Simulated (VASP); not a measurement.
## SiC5N8: single point with PBE

The system is SiC5N8.

```xyz
14
Lattice="6.7692 0.0000 0.0504 0.0000 2.5037 0.0000 -3.3409 0.0000 5.6766" Properties=species:S:1:pos:R:3 pbc="T T T"
C     1.2090    1.2518    4.5946
C     3.1772    0.0000    3.4527
C     0.2654    1.2518    2.3508
C    -1.3904    1.2518    4.3914
C     2.0979    0.0000    1.0736
Si    4.8525    0.0000    1.3459
N    -0.0056    1.2518    3.7675
N     3.2924    0.0000    1.9812
N     2.5285    1.2518    3.9294
N     1.1762    0.0000    5.3681
N    -2.1090    0.0000    3.9192
N     5.8465    1.2518    1.6695
N     1.0130    0.0000    2.0237
N     2.0444    1.2518    0.2215
```

* Program: VASP 6.6.1
* Task: single point
* Functional: PBE
* Potentials or basis: VASP PAW PBE potentials, release 64 (C, Si, N)
* Cutoff: 520 eV
* k mesh: 4 × 8 × 4
* Occupations: fermi-dirac, width 0.02 eV
* Spin: no spin polarisation
* Dipole correction: no
* Further INCAR settings: ALGO = Normal; EDIFF = 1e-07; NBANDS = 45

The pressure is 0.3 GPa and the largest force is 0.057 eV/Å. The band gap on the k mesh is 2.73 eV, indirect (least direct gap 2.94 eV).

Forces on the atoms (eV/Å):
```
C    0.000  0.000  0.006
C    0.021  0.000  0.021
C    0.020  0.000 -0.004
C    0.010  0.000 -0.006
C    0.013  0.000 -0.019
Si  -0.011  0.000 -0.021
N   -0.019  0.000  0.014
N    0.047  0.000 -0.028
N   -0.009  0.000 -0.001
N    0.009  0.000  0.057
N   -0.019  0.000 -0.001
N   -0.053  0.000 -0.015
N   -0.008  0.000  0.005
N    0.001  0.000 -0.006
```

Stress tensor (GPa, compression positive):
```
0.21 0.00 0.01
0.00 0.36 0.00
0.01 0.00 0.28
```

Levels at points of the mesh, in eV from the valence-band top:
```
           k point  band 30  band 31  band 32  band 33  band 34  band 35
(0.00, 0.00, 0.00)    -0.79    -0.39     0.00     2.94     3.16     3.70
(0.50, 0.00, 0.00)    -0.80    -0.27    -0.06     3.33     3.50     3.68
(0.00, 0.50, 0.00)    -2.32    -2.31    -1.93     2.73     3.37     3.42
(0.50, 0.50, 0.00)    -2.16    -1.86    -1.63     2.79     3.30     4.06
(0.00, 0.00, 0.50)    -1.11    -0.24    -0.04     3.26     3.43     3.46
(0.50, 0.00, 0.50)    -0.92    -0.27    -0.05     3.14     3.62     3.80
(0.00, 0.50, 0.50)    -2.02    -1.88    -1.69     2.79     3.47     4.18
(0.50, 0.50, 0.50)    -2.35    -1.82    -1.42     2.98     3.81     3.95
```

Wall time 3.9 min on 1 thread of Intel(R) Xeon(R) Platinum 8488C (Sapphire Rapids) (shared host), peak memory 0.31 GiB.

A k mesh can miss the band edges. As with any semilocal functional, this PBE gap is likely too small.
